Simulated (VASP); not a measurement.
A run of VASP 6.6.1:

INCAR

```
SYSTEM = TaGa2
ALGO = Fast ; EDIFF = 1E-7
ENCUT = 520 ; GGA = PE
ISIF = 2 ; ISMEAR = 0
LASPH = .True. ; LCHARG = .False.
LREAL = .False. ; LWAVE = .False.
NBANDS = 26 ; NELM = 80
PREC = Accurate ; SIGMA = 0.1
```

The input KPOINTS:

```
k-points
0
Gamma
  6 6 6
  0 0 0
```

POSCAR

```
TaGa2
1.0
    0.0000000000      2.9209175500      2.9209175500
    2.9209175500      0.0000000000      2.9209175500
    2.9209175500      2.9209175500      0.0000000000
Ta Ga
1 2
Direct
    0.0000000000      0.0000000000      0.0000000000
    0.2500000000      0.2500000000      0.2500000000
    0.5000000000      0.5000000000      0.5000000000
```

Potentials or basis: VASP PAW PBE potentials, release 64 (Ta_pv, Ga_d).

The run is started by

```bash
$ cat potpaw_PBE.64/Ta_pv/POTCAR potpaw_PBE.64/Ga_d/POTCAR > POTCAR
$ mpirun -np 1 vasp_std > vasp.out
```

Hardware: 1 thread of AMD EPYC 9R45 96-Core Processor (Zen 5), with other jobs on the host.

How long does it take, and how much memory?

Run time: 16 s on 1 thread of AMD EPYC 9R45 96-Core Processor (Zen 5), on a shared host, peak memory 0.15 GiB. Counts: scf iterations 17, k points 16.
